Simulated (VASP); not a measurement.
## ZrB: elastic constants with PBE

ZrB:

```xyz
2
Lattice="0.0000 2.4159 2.4159 2.4159 0.0000 2.4159 2.4159 2.4159 0.0000" Properties=species:S:1:pos:R:3 pbc="T T T"
Zr    0.0000    0.0000    0.0000
B     2.4159    2.4159    2.4159
```

| Quantity | Value |
| --- | --- |
| Program | VASP 6.6.1 |
| Task | elastic constants |
| Functional | PBE |
| Potentials or basis | VASP PAW PBE potentials, release 64 (Zr_sv, B) |
| Cutoff | 600 eV |
| k mesh | 16 × 16 × 16 |
| Occupations | fermi-dirac, width 0.15 eV |
| Spin | no spin polarisation |
| Dipole correction | no |
| Ions in elastic constants | relaxed |
| Further INCAR settings | ALGO = Normal; EDIFF = 1e-08; NBANDS = 14; IBRION = 6; POTIM = 0.015; NSW = 1; ISIF = 3 |

```yaml
Elastic_constants_C11_C12_C44: 412, 67, 55 GPa
Voigt_bulk_modulus: 182 GPa
Highest_phonon_frequency_at_Γ: 459 cm⁻¹
```

Phonon frequencies in cm⁻¹ (negative: imaginary):
| q point | frequencies |
| --- | --- |
| (0.000, 0.000, 0.000) | 0 0 0 459 459 459 |

Elastic tensor in Voigt notation (GPa, in the Cartesian axes of the cell as first typed):
```
412  67  67   0   0   0
 67 412  67   0   0   0
 67  67 412   0   0   0
  0   0   0  55   0   0
  0   0   0   0  55   0
  0   0   0   0   0  55
```

Clamped-ion elastic tensor (GPa):
```
412  67  67   0   0   0
 67 412  67   0   0   0
 67  67 412   0   0   0
  0   0   0  55   0   0
  0   0   0   0  55   0
  0   0   0   0   0  55
```

Wall time 85 min on 1 thread of Intel Xeon 8259CL, on a shared host, peak memory 0.93 GiB.

Caveat: the cell is under stress, which shifts elastic constants.
